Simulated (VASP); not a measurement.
# V (Im-3m) in VASP: further runs

Runs on V. Level: PBEsol. Tasks: single point, relaxation of cell and atoms.

Program: VASP 6.6.1. These are calculated values, not measurements. Logs are shortened: lines on timing, memory, paths and dates and some standing lists are left out, and cuts for length are marked.

## (1) The cell of the first run

The structure is cubic, space group Im-3m (No. 229). Conventional cell: a = 2.960 Å, b = 2.960 Å, c = 2.960 Å, α = 90.00°, β = 90.00°, γ = 90.00°. Within 3.4 Å of V (site symmetry m-3m) lie 14 V at 2.56 to 2.96 Å.

## (2) Single point, PBEsol

The input, INCAR:

```
  PREC = Accurate
  ENCUT = 520
  EDIFF = 1E-6
  ISMEAR = -1
  SIGMA = 0.1
  LREAL = False
  LASPH = True
  NELM = 60
  ALGO = Normal
  ISIF = 2
  LWAVE = False
  LCHARG = False
  GGA = PS
  NBANDS = 12
```

The input, KPOINTS:

```
Automatic mesh
0
Gamma
  15 15 15
```

The input, POSCAR:

```
V
1.0
   -1.4798876270      1.4798876270      1.4798876270
    1.4798876270     -1.4798876270      1.4798876270
    1.4798876270      1.4798876270     -1.4798876270
V
1
Direct
    0.0000000000      0.0000000000      0.0000000000
```

Potentials or basis: VASP PAW PBE potentials, release 64 (V_sv).

Command:

```
> cat potpaw_PBE.64/V_sv/POTCAR > POTCAR
> mpirun -np 1 vasp_std > vasp.out
```

OUTCAR:

```text
PREC = Accurate
   ENCUT = 520
   EDIFF = 1E-6
   ISMEAR = -1
   LREAL = False
   LASPH = True
   NELM = 60
   ISIF = 2
   GGA = PS

 ion  position               nearest neighbor table
   1  0.000  0.000  0.000-

  LATTYP: Found a body centered cubic cell.
 ALAT       =     2.9597752540

  Lattice vectors:

 A1 = (  -1.4798876270,   1.4798876270,   1.4798876270)
 A2 = (   1.4798876270,  -1.4798876270,   1.4798876270)
 A3 = (   1.4798876270,   1.4798876270,  -1.4798876270)

Analysis of symmetry for initial positions (statically):
=====================================================================
 Subroutine PRICEL returns:
 Original cell was already a primitive cell.

 Routine SETGRP: Setting up the symmetry group for a
 body centered cubic supercell.

 Subroutine GETGRP returns: Found 48 space group operations
 (whereof 48 operations were pure point group operations)
 out of a pool of 48 trial point group operations.

The static configuration has the point symmetry O_h .

Analysis of symmetry for dynamics (positions and initial velocities):
=====================================================================
 Subroutine PRICEL returns:
 Original cell was already a primitive cell.

 Routine SETGRP: Setting up the symmetry group for a
 body centered cubic supercell.

 Subroutine GETGRP returns: Found 48 space group operations
 (whereof 48 operations were pure point group operations)
 out of a pool of 48 trial point group operations.

The dynamic configuration has the point symmetry O_h .

 Subroutine INISYM returns: Found 48 space group operations
 (whereof 48 operations are pure point group operations),
 and found     1 'primitive' translations

----------------------------------------------------------------------------------------

                                     Primitive cell

  volume of cell :      12.9642

  direct lattice vectors                    reciprocal lattice vectors
    -1.479887627  1.479887627  1.479887627     0.000000000  0.337863491  0.337863491
     1.479887627 -1.479887627  1.479887627     0.337863491  0.000000000  0.337863491
     1.479887627  1.479887627 -1.479887627     0.337863491  0.337863491  0.000000000

  length of vectors
     2.563240559  2.563240559  2.563240559     0.477811131  0.477811131  0.477811131

  position of ions in fractional coordinates (direct lattice)
     0.000000000  0.000000000  0.000000000

  ion indices of the primitive-cell ions
   primitive index   ion index
                 1           1

----------------------------------------------------------------------------------------

 KPOINTS: Automatic mesh

Automatic generation of k-mesh.
 Grid dimensions read from file:
 generate k-points for:   15   15   15

 Generating k-lattice:

  Cartesian coordinates                     Fractional coordinates (reciprocal lattice)
     0.000000000  0.022524233  0.022524233     0.066666667  0.000000000  0.000000000
     0.022524233  0.000000000  0.022524233     0.000000000  0.066666667  0.000000000
     0.022524233  0.022524233  0.000000000     0.000000000  0.000000000  0.066666667

  Length of vectors
     0.031854075  0.031854075  0.031854075

  Shift w.r.t. Gamma in fractional coordinates (k-lattice)
     0.000000000  0.000000000  0.000000000

 Subroutine IBZKPT returns following result:
 ===========================================

 Found    120 irreducible k-points:

 Following reciprocal coordinates:
            Coordinates               Weight
  0.000000  0.000000  0.000000      1.000000
  0.066667  0.000000  0.000000     12.000000
  0.133333  0.000000  0.000000     12.000000
  0.200000  0.000000  0.000000     12.000000
  0.266667  0.000000  0.000000     12.000000
  0.333333  0.000000  0.000000     12.000000
[... 16 lines left out ...]
  0.333333  0.200000  0.000000     48.000000
  0.400000  0.200000  0.000000     24.000000
 [... further k-points ...]
   k-points           NKPTS =    120   k-points in BZ     NKDIM =    120   number of bands    NBANDS=     12
   number of dos      NEDOS =    301   number of ions     NIONS =      1
   total plane-waves  NPLWV =   8000
   dimension x,y,z NGX =    20 NGY =   20 NGZ =   20
   dimension x,y,z NGXF=    40 NGYF=   40 NGZF=   40
   ions per type =               1
   NGX,Y,Z   is equivalent  to a cutoff of  12.97, 12.97, 12.97 a.u.
   NGXF,Y,Z  is equivalent  to a cutoff of  25.94, 25.94, 25.94 a.u.
 SYSTEM =  unknown system
   PREC   = accura    normal or accurate (medium, high low for compatibility)
   ISTART =      0    job   : 0-new  1-cont  2-samecut
   ICHARG =      2    charge: 1-file 2-atom 10-const
   ISPIN  =      1    spin polarized calculation?
   LNONCOLLINEAR =      F non collinear calculations
   LSORBIT =      F    spin-orbit coupling
   LASPH  =      T    aspherical Exc in radial PAW
   ENCUT  =  520.0 eV  38.22 Ry    6.18 a.u.   4.77  4.77  4.77*2*pi/ulx,y,z
   NELM   =     60;   NELMIN=  2; NELMDL= -5     # of ELM steps
   EDIFF  = 0.1E-05   stopping-criterion for ELM
   LREAL  =      F    real-space projection
   EDIFFG = 0.1E-04   stopping-criterion for IOM
   NSW    =      0    number of steps for IOM
   IBRION =     -1    ionic relax: 0-MD 1-quasi-New 2-CG
   NFREE  =      0    steps in history (QN), initial steepest desc. (CG)
   ISIF   =      2    stress and relaxation
   ISYM   =      2    0-nonsym 1-usesym 2-fastsym
   POTIM  = 0.5000    time-step for ionic-motion
   TEBEG  =    0.0;   TEEND  =   0.0 temperature during run
   PSTRESS=    0.0 pullay stress
   NELECT =      13.0000    total number of electrons
   NUPDOWN=      -1.0000    fix difference up-down
   EMIN   =  10.00;   EMAX   =-10.00  energy-range for DOS
   EFERMI =   0.00;   METHOD = LEGACY
   ISMEAR =    -1;   SIGMA  =   0.10  broadening in eV -4-tet -1-fermi 0-gaus
   EFERMI_NEDOS =   21; number of points for ismear=-14 and -15
   IALGO  =     38    algorithm
   IMIX   =      4    mixing-type and parameters
     AMIX     =   0.40;   BMIX     =  1.00
     AMIX_MAG =   1.60;   BMIX_MAG =  1.00
  volume/ion in A,a.u.               =      12.96        87.49
  Fermi-wavevector in a.u.,A,eV,Ry     =   1.638604  3.096512 36.531934  2.685021
  Thomas-Fermi vector in A             =   2.729549
   LORBIT       =      0    0 simple, 1 ext, 2 COOP (PROOUT), +10 PAW based schemes
   GGA     = PS    functional components
   LHFCALC =     F    Hartree Fock is set to
   AEXX    =    0.0000 exact exchange contribution
   IVDW    =     0    specifies the selected vdW correction
   LEPSILON=     F    determine dielectric tensor
   LRPA    =     F    only Hartree local field effects (RPA)
 non-spin polarized calculation
  energy-cutoff  :      520.00
  volume of cell :       12.96
 maximum number of plane-waves:       370
   NGX =  9   NGY =  9   NGZ =  9

 number of electron      13.0000002 magnetization

 Free energy of the ion-electron system (eV)
  ---------------------------------------------------
  ext. energy  EPLUGINS =         0.00000000
  ---------------------------------------------------
  free energy    TOTEN  =        -9.66296326 eV

  energy without entropy =       -9.61050769  energy(sigma->0) =       -9.63673548

 E-fermi :  10.0712     XC(G=0): -13.2688

 val. band max:       10.0697944103   @ k =   0.0667   0.0667   0.0667
 cond. band min:      10.1297027566   @ k =  -0.4000  -0.4000   0.2000
 fundamental gap:      0.0599083463
 Fermi energy:        10.0712110766

 k-point     1 :       0.0000    0.0000    0.0000
  band No.  band energies     occupation
      1     -53.3800      2.00000
      2     -26.7147      2.00000
      3     -26.7147      2.00000
      4     -26.7147      2.00000
      5       3.3666      2.00000
      6      10.4691      0.03674
      7      10.4691      0.03674
      8      10.4691      0.03674
      9      12.5729      0.00000
     10      12.5729      0.00000
     11      30.8301      0.00000
     12      30.8301      0.00000

 k-point     2 :       0.0667    0.0000    0.0000
  band No.  band energies     occupation
      1     -53.3700      2.00000
      2     -26.7613      2.00000
      3     -26.7287      2.00000
      4     -26.7150      2.00000
      5       3.5530      2.00000
      6      10.3877      0.08103
      7      10.4512      0.04378
      8      10.6045      0.00961
      9      12.4792      0.00000
     10      12.5781      0.00000
     11      30.5464      0.00000
     12      30.8116      0.00000

 k-point     3 :       0.1333    0.0000    0.0000
  band No.  band energies     occupation
      1     -53.3418      2.00000
      2     -26.8919      2.00000
      3     -26.7683      2.00000
      4     -26.7161      2.00000
      5       4.0880      2.00000
      6      10.1642      0.56602
      7      10.3622      0.10330
      8      10.9988      0.00019
      9      12.2906      0.00000
     10      12.5980      0.00000
     11      29.6557      0.00000
     12      30.5666      0.00000
[... 286 lines left out ...]
 k-point    23 :       0.3333    0.2000    0.0000
  band No.  band energies     occupation
      1     -53.1357      2.00000
      2     -27.5980      2.00000
      3     -27.1539      2.00000
      4     -26.8153      2.00000
      5       7.6433      2.00000
      6       8.9119      1.99998
      7       9.8612      1.78184
      8      12.4640      0.00000
      9      13.1495      0.00000
     10      16.1650      0.00000
     11      21.4292      0.00000
     12      24.0844      0.00000

 k-point    24 :       0.4000    0.2000    0.0000
  band No.  band energies     occupation
      1     -53.1274      2.00000
      2     -27.6148      2.00000
      3     -27.1816      2.00000
      4     -26.8174      2.00000
      5       7.6325      2.00000
      6       8.9105      1.99998
      7       9.9997      1.34300
      8      12.5280      0.00000
      9      13.2022      0.00000
     10      16.7607      0.00000
     11      20.5502      0.00000
     12      23.8734      0.00000

 [... further k-points ...]

------------------------ aborting loop because EDIFF is reached ----------------------------------------

  FORCE on cell =-STRESS in cart. coord.  units (eV):
  Direction    XX          YY          ZZ          XY          YZ          ZX
  --------------------------------------------------------------------------------------
  -------------------------------------------------------------------------------------
  Total        0.0149415      0.0149415      0.0149415     -0.0000000     -0.0000000      0.0000000
  in kB        1.8465416      1.8465416      1.8465416     -0.0000000     -0.0000000      0.0000000
  external PRESSURE =       1.8465416 kB  Pullay stress =       0.0000000 kB

 VOLUME and BASIS-vectors are now :
 -----------------------------------------------------------------------------
  energy-cutoff  :      520.00
  volume of cell :       12.96
      direct lattice vectors                 reciprocal lattice vectors
    -1.479887627  1.479887627  1.479887627     0.000000000  0.337863491  0.337863491
     1.479887627 -1.479887627  1.479887627     0.337863491  0.000000000  0.337863491
     1.479887627  1.479887627 -1.479887627     0.337863491  0.337863491  0.000000000

 POSITION                                       TOTAL-FORCE (eV/Angst)
 -----------------------------------------------------------------------------------
      0.00000      0.00000      0.00000         0.000000      0.000000     -0.000000
 -----------------------------------------------------------------------------------
    total drift:                                0.000000     -0.000000      0.000000

  FREE ENERGIE OF THE ION-ELECTRON SYSTEM (eV)
  ---------------------------------------------------
  free  energy   TOTEN  =        -9.6629632612 eV

  energy  without entropy=       -9.6105076900  energy(sigma->0) =       -9.63673548
```

Run time: 14 s. Hardware: 1 thread of Intel Xeon Platinum 8259CL at 2.50GHz (Skylake/Cascade Lake), shared host; peak memory 0.13 GiB.

What came out:

```yaml
Free_energy: -9.6630 eV
Pressure: 0.2 GPa
```

Levels at points of the mesh, in eV from the Fermi level:
| k point | band 2 | band 3 | band 4 | band 5 | band 6 | band 7 | band 8 | band 9 | band 10 | band 11 |
| --- | --- | --- | --- | --- | --- | --- | --- | --- | --- | --- |
| (0.00, 0.00, 0.00) | -36.79 | -36.79 | -36.79 | -6.70 | 0.40 | 0.40 | 0.40 | 2.50 | 2.50 | 20.76 |

Caveat: the PAW data sets were made with another functional, which shifts forces and pressure a little.

## (3) Single point, PBEsol (volume scaled by 0.88)

The input, INCAR:

```
SYSTEM = V
  PREC = Accurate
  ENCUT = 520
  EDIFF = 1E-7
  ISMEAR = -1
  SIGMA = 0.1
  LREAL = .FALSE.
  LASPH = .TRUE.
  NELM = 100
  ALGO = Normal
  ISIF = 2
  LWAVE = .FALSE.
  LCHARG = .TRUE.
  GGA = PS
  LELF = .TRUE.
  LVHAR = .TRUE.
  NBANDS = 12
```

The input, KPOINTS:

```
regular mesh
0
G
  24 24 24
  0 0 0
```

The input, POSCAR:

```
V
1.0
   -1.4181525925      1.4181525925      1.4181525925
    1.4181525925     -1.4181525925      1.4181525925
    1.4181525925      1.4181525925     -1.4181525925
V
1
Direct
    0.0000000000      0.0000000000      0.0000000000
```

Potentials or basis: VASP PAW PBE potentials, release 64 (V_sv).

Command:

```
> cat potpaw_PBE.64/V_sv/POTCAR > POTCAR
> mpirun -np 1 vasp_std > vasp.out
```

Run time: 36 s. Hardware: 1 thread of Intel Xeon Platinum 8259CL at 2.50GHz (Skylake/Cascade Lake), shared host; peak memory 0.16 GiB.

The run converged. Its results:

- Free energy: -9.5184 eV
- Pressure: 32.3 GPa

Levels at points of the mesh, in eV from the Fermi level:
| k point | band 5 | band 6 | band 7 | band 8 | band 9 | band 10 |
| --- | --- | --- | --- | --- | --- | --- |
| (0.00, 0.00, 0.00) | -6.90 | 0.40 | 0.40 | 0.40 | 2.87 | 2.87 |
| (0.50, 0.00, 0.00) | -3.83 | -1.54 | 2.36 | 2.93 | 3.36 | 5.10 |
| (0.50, 0.50, 0.50) | -3.90 | -3.90 | 4.59 | 4.59 | 4.59 | 11.87 |

Caveat: the cell differs from its parent crystal (volume scaled by 0.88); the PAW data sets were made with another functional, which shifts forces and pressure a little.

## (4) Single point, PBEsol (volume scaled by 0.92)

The input, INCAR:

```
  PREC = Accurate
  ENCUT = 520
  EDIFF = 1E-6
  ISMEAR = -1
  SIGMA = 0.1
  LREAL = False
  LASPH = True
  NELM = 80
  ALGO = Normal
  ISIF = 2
  LWAVE = False
  LCHARG = True
  GGA = PS
  LELF = True
  LVHAR = True
  NBANDS = 12
```

The input, KPOINTS:

```
regular mesh
0
Gamma
  24 24 24
```

The input, POSCAR:

```
V
1.0
   -1.4393221701      1.4393221701      1.4393221701
    1.4393221701     -1.4393221701      1.4393221701
    1.4393221701      1.4393221701     -1.4393221701
V
1
Direct
    0.0000000000      0.0000000000      0.0000000000
```

Command:

```
> cat potpaw_PBE.64/V_sv/POTCAR > POTCAR
> mpirun -np 1 vasp_std > vasp.out
```

Wall time 38 s (1 thread of Intel Xeon Platinum 8259CL at 2.50GHz (Skylake/Cascade Lake), shared host); peak memory 0.17 GiB.

The run converged. Its results:

- Free energy: -9.6019 eV
- Pressure: 19.5 GPa

Levels at points of the mesh, in eV from the Fermi level:
```csv
k point,band 5,band 6,band 7,band 8,band 9,band 10
"(0.00, 0.00, 0.00)",-6.84,0.41,0.41,0.41,2.74,2.74
"(0.50, 0.00, 0.00)",-3.65,-1.42,2.13,2.79,3.20,4.83
"(0.50, 0.50, 0.50)",-3.64,-3.64,4.35,4.35,4.35,11.38
```

Caveat: the cell differs from its parent crystal (volume scaled by 0.92); the PAW data sets were made with another functional, which shifts forces and pressure a little.

## (5) Relaxation of cell and atoms, PBEsol

This run uses another cell than the first one, of 13.83 Å³/atom, 1.067 times its volume.

The input, INCAR:

```
SYSTEM = V
PREC     = Accurate       ! precision mode
ENCUT    = 600            ! plane-wave cutoff, eV
EDIFF    = 1E-7           ! SCF threshold, eV
ISMEAR   = -1             ! smearing method
SIGMA    = 0.1            ! smearing width, eV
LREAL    = .False.        ! projectors in reciprocal space
LASPH    = .True.         ! aspherical terms in the spheres
NELM     = 80             ! most SCF steps
ALGO     = Normal         ! electronic algorithm
ISIF     = 3              ! what is computed and relaxed
LWAVE    = .False.        ! write WAVECAR
LCHARG   = .False.        ! write CHGCAR
GGA      = PS             ! functional
IBRION   = 2              ! ionic algorithm
NSW      = 80             ! ionic steps
EDIFFG   = -0.01          ! ionic threshold
```

The input, KPOINTS:

```
regular mesh
0
Gamma
  15 15 15
  0 0 0
```

The input, POSCAR:

```
V
1.0
   -1.5120000000      1.5120000000      1.5120000000
    1.5120000000     -1.5120000000      1.5120000000
    1.5120000000      1.5120000000     -1.5120000000
V
1
Direct
    0.0000000000      0.0000000000      0.0000000000
```

Command:

```
> cat potpaw_PBE.64/V_sv/POTCAR > POTCAR
> mpirun -np 1 vasp_std > vasp.out
```

It took 39 s on 1 thread of Intel Xeon Platinum 8259CL at 2.50GHz (Skylake/Cascade Lake), shared host; peak memory 0.16 GiB.

The run converged. Its results:

```yaml
Free_energy: -9.6638 eV
Relaxed_volume: 12.97 Å³/atom
Relaxed_cell: a = 2.564 Å, b = 2.564 Å, c = 2.564 Å, α = 109.47°, β = 109.47°, γ = 109.47°
Space_group_after_relaxing_to_0.05_Å: Im-3m (No. 229)
Energy_gained_by_relaxing: 31.0 meV/atom
Ionic_steps: 4
Pressure_after_relaxing: 0.0 GPa
```

The path:
```csv
step,energy change (eV),largest force (eV/Å),pressure (GPa),volume (Å³)
1,0.0000,0.0000,-11.02,13.83
2,0.0184,0.0000,17.55,12.01
3,-0.0310,0.0000,-0.21,12.99
4,-0.0310,0.0000,0.05,12.97
```

Final structure:
```
V
1.0
    -1.48005    1.48005    1.48005
     1.48005   -1.48005    1.48005
     1.48005    1.48005   -1.48005
V
1
Direct
  0.00000 0.00000 0.00000
```

Levels at points of the mesh, in eV from the Fermi level:
| k point | band 3 | band 4 | band 5 | band 6 | band 7 | band 8 | band 9 | band 10 |
| --- | --- | --- | --- | --- | --- | --- | --- | --- |
| (0.00, 0.00, 0.00) | -36.79 | -36.79 | -6.70 | 0.40 | 0.40 | 0.40 | 2.50 | 2.50 |

Caveat: the PAW data sets were made with another functional, which shifts forces and pressure a little.

## (6) Single point, PBEsol (volume scaled by 0.96)

The input, INCAR:

```
SYSTEM = V
PREC     = Accurate       ! precision mode
ENCUT    = 520            ! plane-wave cutoff, eV
EDIFF    = 1E-6           ! SCF threshold, eV
ISMEAR   = -1             ! smearing method
SIGMA    = 0.1            ! smearing width, eV
LREAL    = .FALSE.        ! projectors in reciprocal space
LASPH    = .TRUE.         ! aspherical terms in the spheres
NELM     = 100            ! most SCF steps
ALGO     = Normal         ! electronic algorithm
ISIF     = 2              ! what is computed and relaxed
LWAVE    = .FALSE.        ! write WAVECAR
LCHARG   = .FALSE.        ! write CHGCAR
GGA      = PS             ! functional
NBANDS   = 12             ! bands
```

The input, KPOINTS:

```
regular mesh
0
G
  24 24 24
  0 0 0
```

The input, POSCAR:

```
V
1.0
   -1.4598866938      1.4598866938      1.4598866938
    1.4598866938     -1.4598866938      1.4598866938
    1.4598866938      1.4598866938     -1.4598866938
V
1
Direct
    0.0000000000      0.0000000000      0.0000000000
```

Potentials or basis: VASP PAW PBE potentials, release 64 (V_sv).

Command:

```
> cat potpaw_PBE.64/V_sv/POTCAR > POTCAR
> mpirun -np 1 vasp_std > vasp.out
```

Wall time 42 s (1 thread of Intel Xeon Platinum 8259CL at 2.50GHz (Skylake/Cascade Lake), shared host); peak memory 0.17 GiB.

The run converged. Its results:

```yaml
Free_energy: -9.6477 eV
Pressure: 9.0 GPa
```

Levels at points of the mesh, in eV from the Fermi level:
```tsv
k point	band 3	band 4	band 5	band 6	band 7	band 8	band 9	band 10	band 11	band 12
(0.00, 0.00, 0.00)	-36.66	-36.66	-6.78	0.41	0.41	0.41	2.62	2.62	21.08	21.08
(0.50, 0.00, 0.00)	-37.02	-36.67	-3.49	-1.32	1.94	2.65	3.04	4.57	11.19	16.46
(0.50, 0.50, 0.50)	-37.44	-37.44	-3.41	-3.41	4.13	4.13	4.13	10.93	10.93	10.93
```

Caveat: the cell differs from its parent crystal (volume scaled by 0.96); the PAW data sets were made with another functional, which shifts forces and pressure a little.

## (7) Summary

```tsv
task	cell	k mesh	cutoff (eV)	gap on the mesh (eV)	pressure (GPa)
single point	a = 2.563 Å, angles 109.5°, 1 atom	15 × 15 × 15	520	none	0.2
single point	a = 2.456 Å, angles 109.5°, 1 atom	24 × 24 × 24	520	none	32.3
single point	a = 2.493 Å, angles 109.5°, 1 atom	24 × 24 × 24	520	none	19.5
relaxation of cell and atoms	relaxed from a = 2.619 Å, angles 109.5°, 1 atom	15 × 15 × 15	600	none	0.0
single point	a = 2.529 Å, angles 109.5°, 1 atom	24 × 24 × 24	520	none	9.0
```

Alike in all rows: level PBEsol; potentials or basis VASP PAW PBE potentials, release 64 (V_sv); no spin polarisation; smearing fermi-dirac 0.1 eV.

Caveats: the PAW data sets were made with another functional, which shifts forces and pressure a little.

Absolute energies hang on the potentials; compare differences alone.
